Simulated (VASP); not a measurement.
Runs of VASP 6.6.1 on TaN. The structure is that of space group Fm-3m (No. 225), or close to it. The cells are those of the table. 

| cell | gap on the mesh (eV) | pressure (GPa) |
| --- | --- | --- |
| a = 3.122 Å, angles 60.0°, 2 atoms | none | (a) |
| a = 2.953 Å, angles 60.0°, 2 atoms | none | 60.5 |
| a = 3.162 Å, angles 60.0°, 2 atoms | none | -25.8 |
| a = 3.200 Å, angles 60.0°, 2 atoms | none | -34.3 |
| a = 3.040 Å, angles 60.0°, 2 atoms | none | 14.5 |
| a = 2.997 Å, angles 60.0°, 2 atoms | none | 35.0 |
| a = 3.082 Å, angles 60.0°, 2 atoms | none | (b) |

Alike in all rows: task single point; level PBEsol+D3(BJ); potentials or basis VASP PAW PBE potentials, release 64 (Ta_pv, N); no spin polarisation; k mesh 11 × 11 × 11; cutoff (eV) 520; smearing fermi-dirac 0.01 eV.

Task: Estimate the missing entries.

Result: (a) -15.1; (b) -1.9.

Caveats: three body term missing; the PAW data sets were made with another functional, which shifts forces and pressure a little; spin-orbit coupling is left out, which moves the levels of the heavy elements; pairwise dispersion overbinds metals, which lowers pressure and volume.

A k mesh can miss the band edges, and the runs leave out spin-orbit coupling on Ta.

A gap of «none» marks levels without a gap at the run's occupations.
